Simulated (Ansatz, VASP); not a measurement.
# Rh: VASP beside Ansatz

```
Rh
1.0
     2.58119    0.00000    0.00000
    -1.29059    2.23537    0.00000
     0.00000    0.00000    3.98270
Rh
2
Cartesian
  1.2906 0.7451 2.9870
  0.0000 1.4902 0.9957
```

Change from the starting cell: strain -0.040 along x and y, -0.080 along z, atoms carried along.

Alike in both runs: task single point; functional PBEsol; k mesh 24 × 24 × 14; occupations gaussian, width 0.15 eV; no spin polarisation.

|  | VASP | Ansatz |
| --- | --- | --- |
| version | VASP 6.6.1 | Ansatz 0.2.0 |
| potentials or method | VASP PAW PBE potentials, release 64 (Rh_pv), cutoff 520 eV | scalar-relativistic, plane waves, PAW |
| valence electrons in the cell | 30 | 34 |

|  | VASP | Ansatz | Ansatz less VASP |
| --- | --- | --- | --- |
| gap on the k mesh at the Fermi level (eV) | none | none | - |
| pressure (GPa) | 75.1 | 74.9 | -0.23 |
| traceless stress, the component that is largest in VASP (GPa) | 17.79 | 17.72 | -0.076 |

VASP's potentials were made for PBE, not for PBEsol. A gap of «none» marks a metal or a gap that the smearing closes. Both programs put the cell under a high pressure, so it lies far from rest at this level. VASP's potentials hold 30 valence electrons a cell and Ansatz's 34, so a difference there can come from the potentials and not from the codes.

Noted on VASP's run: the cell as given lies far from equilibrium.
